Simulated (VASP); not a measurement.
# SrTiO3 (Pm-3m) in VASP: single point with PBE-based screened hybrid with 100 % exact exchange

Aim: the single point of SrTiO3 with PBE-based screened hybrid with 100 % exact exchange.

Everything below comes from runs of VASP 6.6.1. Logs are shortened: lines on timing, memory, paths and dates and some standing lists are left out, and cuts for length are marked.

### Step 1. The cell of the first run

It takes space group Pm-3m (No. 221, cubic). Conventional cell: a = 3.907 Å, b = 3.907 Å, c = 3.907 Å, α = 90.00°, β = 90.00°, γ = 90.00°. Sr (site symmetry m-3m) has 12 O at 2.76 Å and 8 Ti at 3.38 Å within 3.6 Å. Ti (site symmetry m-3m) has 6 O at 1.95 Å within 2.6 Å. Within 2.6 Å of O (site symmetry 4/mmm) lie 2 Ti at 1.95 Å.

### Step 2. Single point, PBE-based screened hybrid with 100 % exact exchange

POSCAR reads:

```
SrTiO3
1.0
    3.9068515029      0.0000000000      0.0000000000
    0.0000000000      3.9068515029      0.0000000000
    0.0000000000      0.0000000000      3.9068515029
Sr Ti O
1 1 3
Direct
    0.0000000000      0.0000000000      0.0000000000
    0.5000000000      0.5000000000      0.5000000000
    0.5000000000      0.0000000000      0.5000000000
    0.5000000000      0.5000000000      0.0000000000
    0.0000000000      0.5000000000      0.5000000000
```

INCAR.step1 reads:

```
PREC = Accurate
ENCUT = 520
EDIFF = 1E-5
ISMEAR = 0
SIGMA = 0.01
LREAL = F
LASPH = T
NELM = 100
ALGO = Normal
ISIF = 2
LWAVE = T
LCHARG = F
GGA = PE
NBANDS = 28
```

INCAR.step2 reads:

```
PREC = Accurate
ENCUT = 520
EDIFF = 1E-6
ISMEAR = 0
SIGMA = 0.01
LREAL = F
LASPH = T
NELM = 100
ALGO = Normal
ISIF = 2
LWAVE = F
LCHARG = F
GGA = PE
LHFCALC = T
AEXX = 1.0
HFSCREEN = 0.3
PRECFOCK = Fast
ISTART = 1
NBANDS = 28
ALDAC = 1.0
AGGAC = 1.0
```

KPOINTS reads:

```
Automatic mesh
0
Gamma
  4 4 4
```

Potentials or basis: VASP PAW PBE potentials, release 64 (Sr_sv, Ti_sv, O).

The run is started by

```sh
$ cat potpaw_PBE.64/Sr_sv/POTCAR potpaw_PBE.64/Ti_sv/POTCAR potpaw_PBE.64/O/POTCAR > POTCAR
$ cp INCAR.step1 INCAR
$ mpirun -np 1 vasp_std > vasp.out
$ cp INCAR.step2 INCAR
$ mpirun -np 1 vasp_std > vasp.out
```

OUTCAR:

```text
PREC = Accurate
   ENCUT = 520
   EDIFF = 1E-6
   ISMEAR = 0
   LREAL = F
   LASPH = T
   NELM = 100
   ISIF = 2
   GGA = PE
   LHFCALC = T
   AEXX = 1.0
   HFSCREEN = 0.3
   PRECFOCK = Fast
   ISTART = 1

 ion  position               nearest neighbor table
   1  0.000  0.000  0.000-   3 2.76   4 2.76   5 2.76   3 2.76   5 2.76   4 2.76   5 2.76   5 2.76
                             3 2.76   4 2.76   3 2.76   4 2.76   2 3.38   2 3.38   2 3.38   2 3.38
   2  0.500  0.500  0.500-   3 1.95   4 1.95   5 1.95   4 1.95   3 1.95   5 1.95   1 3.38   1 3.38
                             1 3.38   1 3.38   1 3.38   1 3.38   1 3.38   1 3.38
   3  0.500  0.000  0.500-   2 1.95   2 1.95   1 2.76   1 2.76   1 2.76   1 2.76
   4  0.500  0.500  0.000-   2 1.95   2 1.95   1 2.76   1 2.76   1 2.76   1 2.76
   5  0.000  0.500  0.500-   2 1.95   2 1.95   1 2.76   1 2.76   1 2.76   1 2.76

  LATTYP: Found a simple cubic cell.
 ALAT       =     3.9068515029

  Lattice vectors:

 A1 = (   3.9068515029,   0.0000000000,   0.0000000000)
 A2 = (   0.0000000000,   3.9068515029,   0.0000000000)
 A3 = (   0.0000000000,   0.0000000000,   3.9068515029)

Analysis of symmetry for initial positions (statically):
=====================================================================
 Subroutine PRICEL returns:
 Original cell was already a primitive cell.

 Routine SETGRP: Setting up the symmetry group for a
 simple cubic supercell.

 Subroutine GETGRP returns: Found 48 space group operations
 (whereof 48 operations were pure point group operations)
 out of a pool of 48 trial point group operations.

The static configuration has the point symmetry O_h .

Analysis of symmetry for dynamics (positions and initial velocities):
=====================================================================
 Subroutine PRICEL returns:
 Original cell was already a primitive cell.

 Routine SETGRP: Setting up the symmetry group for a
 simple cubic supercell.

 Subroutine GETGRP returns: Found 48 space group operations
 (whereof 48 operations were pure point group operations)
 out of a pool of 48 trial point group operations.

The dynamic configuration has the point symmetry O_h .

 Subroutine INISYM returns: Found 48 space group operations
 (whereof 48 operations are pure point group operations),
 and found     1 'primitive' translations

----------------------------------------------------------------------------------------

                                     Primitive cell

  volume of cell :      59.6322

  direct lattice vectors                    reciprocal lattice vectors
     3.906851503  0.000000000  0.000000000     0.255960586  0.000000000  0.000000000
     0.000000000  3.906851503  0.000000000     0.000000000  0.255960586  0.000000000
     0.000000000  0.000000000  3.906851503     0.000000000  0.000000000  0.255960586

  length of vectors
     3.906851503  3.906851503  3.906851503     0.255960586  0.255960586  0.255960586

  position of ions in fractional coordinates (direct lattice)
     0.000000000  0.000000000  0.000000000
     0.500000000  0.500000000  0.500000000
     0.500000000  0.000000000  0.500000000
     0.500000000  0.500000000  0.000000000
     0.000000000  0.500000000  0.500000000

  ion indices of the primitive-cell ions
   primitive index   ion index
                 1           1
                 2           2
                 3           3
                 4           4
                 5           5

----------------------------------------------------------------------------------------

 KPOINTS: Automatic mesh

Automatic generation of k-mesh.
 Grid dimensions read from file:
 generate k-points for:    4    4    4

 Generating k-lattice:

  Cartesian coordinates                     Fractional coordinates (reciprocal lattice)
     0.063990146  0.000000000  0.000000000     0.250000000  0.000000000  0.000000000
     0.000000000  0.063990146  0.000000000     0.000000000  0.250000000  0.000000000
     0.000000000  0.000000000  0.063990146     0.000000000  0.000000000  0.250000000

  Length of vectors
     0.063990146  0.063990146  0.063990146

  Shift w.r.t. Gamma in fractional coordinates (k-lattice)
     0.000000000  0.000000000  0.000000000

 Subroutine IBZKPT returns following result:
 ===========================================

 Found     10 irreducible k-points:

 Following reciprocal coordinates:
            Coordinates               Weight
  0.000000  0.000000  0.000000      1.000000
  0.250000  0.000000  0.000000      6.000000
  0.500000  0.000000  0.000000      3.000000
  0.250000  0.250000  0.000000     12.000000
  0.500000  0.250000  0.000000     12.000000
  0.500000  0.500000  0.000000      3.000000
  0.250000  0.250000  0.250000      8.000000
  0.500000  0.250000  0.250000     12.000000
  0.500000  0.500000  0.250000      6.000000
  0.500000  0.500000  0.500000      1.000000
   k-points           NKPTS =     10   k-points in BZ     NKDIM =     64   number of bands    NBANDS=     28
   number of dos      NEDOS =    301   number of ions     NIONS =      5
   total plane-waves  NPLWV =  27000
   dimension x,y,z NGX =    30 NGY =   30 NGZ =   30
   dimension x,y,z NGXF=    60 NGYF=   60 NGZF=   60
   ions per type =               1   1   3
   NGX,Y,Z   is equivalent  to a cutoff of  12.77, 12.77, 12.77 a.u.
   NGXF,Y,Z  is equivalent  to a cutoff of  25.53, 25.53, 25.53 a.u.
 SYSTEM =  unknown system
   PREC   = accura    normal or accurate (medium, high low for compatibility)
   ISTART =      1    job   : 0-new  1-cont  2-samecut
   ICHARG =      0    charge: 1-file 2-atom 10-const
   ISPIN  =      1    spin polarized calculation?
   LNONCOLLINEAR =      F non collinear calculations
   LSORBIT =      F    spin-orbit coupling
   LASPH  =      T    aspherical Exc in radial PAW
   ENCUT  =  520.0 eV  38.22 Ry    6.18 a.u.   7.26  7.26  7.26*2*pi/ulx,y,z
   NELM   =    100;   NELMIN=  2; NELMDL=  0     # of ELM steps
   EDIFF  = 0.1E-05   stopping-criterion for ELM
   LREAL  =      F    real-space projection
   EDIFFG = 0.1E-04   stopping-criterion for IOM
   NSW    =      0    number of steps for IOM
   IBRION =     -1    ionic relax: 0-MD 1-quasi-New 2-CG
   NFREE  =      0    steps in history (QN), initial steepest desc. (CG)
   ISIF   =      2    stress and relaxation
   ISYM   =      3    0-nonsym 1-usesym 2-fastsym
   POTIM  = 0.5000    time-step for ionic-motion
   TEBEG  =    0.0;   TEEND  =   0.0 temperature during run
   PSTRESS=    0.0 pullay stress
   NELECT =      40.0000    total number of electrons
   NUPDOWN=      -1.0000    fix difference up-down
   EMIN   =  10.00;   EMAX   =-10.00  energy-range for DOS
   EFERMI =   0.00;   METHOD = LEGACY
   ISMEAR =     0;   SIGMA  =   0.01  broadening in eV -4-tet -1-fermi 0-gaus
   EFERMI_NEDOS =   21; number of points for ismear=-14 and -15
   IALGO  =     38    algorithm
   IMIX   =      1    mixing-type and parameters
     AMIX     =   0.40;   BMIX     =  1.00
     AMIX_MAG =   1.60;   BMIX_MAG =  1.00
  volume/ion in A,a.u.               =      11.93        80.48
  Fermi-wavevector in a.u.,A,eV,Ry     =   1.433072  2.708113 27.942211  2.053695
  Thomas-Fermi vector in A             =   2.552630
   LORBIT       =      0    0 simple, 1 ext, 2 COOP (PROOUT), +10 PAW based schemes
   GGA     = PE    functional components
   LHFCALC =     T    Hartree Fock is set to
   PRECFOCK=fast      Normal, Fast or Accurate (Low or Medium for compatibility)
   ENCUT4O =  -1.0   cutoff for four orbital integrals eV
   NKREDX  =     1    reduce k-point grid by
   NKREDY  =     1    reduce k-point grid by
   NKREDZ  =     1    reduce k-point grid by
   AEXX    =    1.0000 exact exchange contribution
   HFSCREEN=    0.3000 screening length (either q_TF or 0.3 A-1)
   HFSCREENC=   0.3000 screening length for correlation (either q_TF or 0.3 A-1)
   ENCUTFOCK=  -1.0 apply spherical cutoff to Coloumb kernel
   IVDW    =     0    specifies the selected vdW correction
   LEPSILON=     F    determine dielectric tensor
   LRPA    =     F    only Hartree local field effects (RPA)
 non-spin polarized calculation
 Gauss-broadening in eV      SIGMA  =   0.01
  energy-cutoff  :      520.00
  volume of cell :       59.63
 maximum number of plane-waves:      1640
 NGX is ok and might be reduce to    30
  NGX = 16; NGY = 16; NGZ = 16

 number of electron      40.0000004 magnetization

 Free energy of the ion-electron system (eV)
  ---------------------------------------------------
  ext. energy  EPLUGINS =         0.00000000
  ---------------------------------------------------
  free energy    TOTEN  =       -72.51509307 eV

  energy without entropy =      -72.51509307  energy(sigma->0) =      -72.51509307

 E-fermi :   0.4002     XC(G=0):  -3.8173

 val. band max:        0.1929889452   @ k =   0.5000   0.5000   0.5000
 cond. band min:       8.0352695642   @ k =   0.0000   0.0000   0.0000
 fundamental gap:      7.8422806190
 Fermi energy:         0.4002393198

 k-point     1 :       0.0000    0.0000    0.0000
  band No.  band energies     occupation
      1     -72.4210      2.00000
      2     -41.9592      2.00000
      3     -41.9592      2.00000
      4     -41.9592      2.00000
      5     -39.4697      2.00000
      6     -23.5494      2.00000
[... 20 lines left out ...]
     27      11.4761      0.00000
     28      12.3313      0.00000

 k-point     2 :       0.2500    0.0000    0.0000
  band No.  band energies     occupation
      1     -72.4206      2.00000
      2     -42.0060      2.00000
      3     -41.9548      2.00000
      4     -41.9548      2.00000
      5     -39.4494      2.00000
      6     -23.4604      2.00000
[... 20 lines left out ...]
     27      12.5899      0.00000
     28      13.8913      0.00000

 k-point     3 :       0.5000    0.0000    0.0000
  band No.  band energies     occupation
      1     -72.4201      2.00000
      2     -42.0521      2.00000
      3     -41.9504      2.00000
      4     -41.9504      2.00000
      5     -39.4292      2.00000
      6     -23.4708      2.00000
[... 20 lines left out ...]
     27      13.9437      0.00000
     28      14.6766      0.00000

 k-point     4 :       0.2500    0.2500    0.0000
  band No.  band energies     occupation
      1     -72.4201      2.00000
      2     -42.0017      2.00000
      3     -41.9983      2.00000
      4     -41.9503      2.00000
      5     -39.4348      2.00000
      6     -23.2356      2.00000
[... 20 lines left out ...]
     27      13.6810      0.00000
     28      14.4741      0.00000

 k-point     5 :       0.5000    0.2500    0.0000
  band No.  band energies     occupation
      1     -72.4196      2.00000
      2     -42.0446      2.00000
      3     -41.9940      2.00000
      4     -41.9458      2.00000
      5     -39.4202      2.00000
      6     -23.1104      2.00000
[... 20 lines left out ...]
     27      15.1287      0.00000
     28      15.2989      0.00000

 k-point     6 :       0.5000    0.5000    0.0000
  band No.  band energies     occupation
      1     -72.4191      2.00000
      2     -42.0373      2.00000
      3     -42.0373      2.00000
      4     -41.9414      2.00000
      5     -39.4112      2.00000
      6     -22.7277      2.00000
[... 20 lines left out ...]
     27      15.9966      0.00000
     28      16.7934      0.00000

 k-point     7 :       0.2500    0.2500    0.2500
  band No.  band energies     occupation
      1     -72.4196      2.00000
      2     -41.9967      2.00000
      3     -41.9937      2.00000
      4     -41.9937      2.00000
      5     -39.4222      2.00000
      6     -22.9300      2.00000
[... 20 lines left out ...]
     27      14.1442      0.00000
     28      14.2404      0.00000

 k-point     8 :       0.5000    0.2500    0.2500
  band No.  band energies     occupation
      1     -72.4190      2.00000
      2     -42.0385      2.00000
      3     -41.9897      2.00000
      4     -41.9890      2.00000
      5     -39.4096      2.00000
      6     -22.7178      2.00000
[... 20 lines left out ...]
     27      15.0868      0.00000
     28      15.1459      0.00000

 k-point     9 :       0.5000    0.5000    0.2500
  band No.  band energies     occupation
      1     -72.4185      2.00000
      2     -42.0325      2.00000
      3     -42.0325      2.00000
      4     -41.9848      2.00000
      5     -39.3990      2.00000
      6     -22.2937      2.00000
[... 20 lines left out ...]
     27      14.7414      0.00000
     28      15.8124      0.00000

 k-point    10 :       0.5000    0.5000    0.5000
  band No.  band energies     occupation
      1     -72.4181      2.00000
      2     -42.0278      2.00000
      3     -42.0278      2.00000
      4     -42.0278      2.00000
      5     -39.3868      2.00000
      6     -21.8198      2.00000
[... 20 lines left out ...]
     27      15.9984      0.00000
     28      15.9984      0.00000

------------------------ aborting loop because EDIFF is reached ----------------------------------------

  FORCE on cell =-STRESS in cart. coord.  units (eV):
  Direction    XX          YY          ZZ          XY          YZ          ZX
  --------------------------------------------------------------------------------------
  -------------------------------------------------------------------------------------
  Total       -5.5254933     -5.5254933     -5.5254933      0.0000000     -0.0000000     -0.0000000
  in kB     -148.4570828   -148.4570828   -148.4570828      0.0000000     -0.0000000     -0.0000000
  external PRESSURE =    -148.4570828 kB  Pullay stress =       0.0000000 kB

 VOLUME and BASIS-vectors are now :
 -----------------------------------------------------------------------------
  energy-cutoff  :      520.00
  volume of cell :       59.63
      direct lattice vectors                 reciprocal lattice vectors
     3.906851503  0.000000000  0.000000000     0.255960586  0.000000000  0.000000000
     0.000000000  3.906851503  0.000000000     0.000000000  0.255960586  0.000000000
     0.000000000  0.000000000  3.906851503     0.000000000  0.000000000  0.255960586

 POSITION                                       TOTAL-FORCE (eV/Angst)
 -----------------------------------------------------------------------------------
      0.00000      0.00000      0.00000         0.000000      0.000000      0.000000
      1.95343      1.95343      1.95343         0.000000      0.000000      0.000000
      1.95343      0.00000      1.95343         0.000000      0.000000      0.000000
      1.95343      1.95343      0.00000         0.000000      0.000000      0.000000
      0.00000      1.95343      1.95343         0.000000      0.000000      0.000000
 -----------------------------------------------------------------------------------
    total drift:                                0.000002     -0.000002     -0.000001

  FREE ENERGIE OF THE ION-ELECTRON SYSTEM (eV)
  ---------------------------------------------------
  free  energy   TOTEN  =       -72.5150930658 eV

  energy  without entropy=      -72.5150930658  energy(sigma->0) =      -72.51509307
```

Wall time 35 min (1 thread of Intel Xeon 8259CL, shared host); peak memory 0.29 GiB.

Results:

| Quantity | Value |
| --- | --- |
| Free energy | -72.5151 eV |
| Pressure | -14.8 GPa |
| Band gap on the k mesh | 7.84 eV (least direct gap 8.31 eV) |

Levels at points of the mesh, in eV from the valence-band top:
| k point | band 16 | band 17 | band 18 | band 19 | band 20 | band 21 | band 22 | band 23 | band 24 | band 25 |
| --- | --- | --- | --- | --- | --- | --- | --- | --- | --- | --- |
| (0.00, 0.00, 0.00) | -1.55 | -1.55 | -0.46 | -0.46 | -0.46 | 7.84 | 7.84 | 7.84 | 10.32 | 10.32 |
| (0.50, 0.00, 0.00) | -2.71 | -2.71 | -2.29 | -0.97 | -0.97 | 8.13 | 10.35 | 10.35 | 10.36 | 13.04 |
| (0.50, 0.50, 0.00) | -3.25 | -2.49 | -2.01 | -2.01 | -0.08 | 10.39 | 10.39 | 11.24 | 11.53 | 14.46 |
| (0.50, 0.50, 0.50) | -4.54 | -4.54 | 0.00 | 0.00 | 0.00 | 11.52 | 11.52 | 11.52 | 13.12 | 13.12 |

Caveat: the cell stands under tension; the PAW data sets were made with another functional, which shifts forces and pressure a little. A k mesh can miss the band edges.
